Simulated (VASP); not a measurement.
A run of VASP 6.6.1 is set up as follows.

The input INCAR:

```
  PREC = Accurate
  ENCUT = 520
  EDIFF = 1E-6
  ISMEAR = -1
  SIGMA = 0.05
  LREAL = False
  LASPH = True
  NELM = 60
  ALGO = Normal
  ISIF = 2
  LWAVE = False
  LCHARG = True
  GGA = CA
  LELF = True
  LVHAR = True
  NBANDS = 11
```

The input KPOINTS:

```
regular mesh
0
Gamma
  9 9 9
```

POSCAR

```
NaH
1.0
    0.0000000000      2.4878552867      2.4878552867
    2.4878552867      0.0000000000      2.4878552867
    2.4878552867      2.4878552867      0.0000000000
Na H
1 1
Direct
    0.0000000000      0.0000000000      0.0000000000
    0.5000000000      0.5000000000      0.5000000000
```

Potentials or basis: VASP PAW LDA potentials, release 64 (Na_pv, H).

The run is started by

```bash
$ cat potpaw_LDA.64/Na_pv/POTCAR potpaw_LDA.64/H/POTCAR > POTCAR
$ mpirun -np 1 vasp_std > vasp.out
```

Estimate the pressure.

-3.5 GPa.

What does it give for the band gap on the k mesh?

3.57 eV, indirect (least direct gap 4.28 eV).

 A k mesh can miss the band edges.
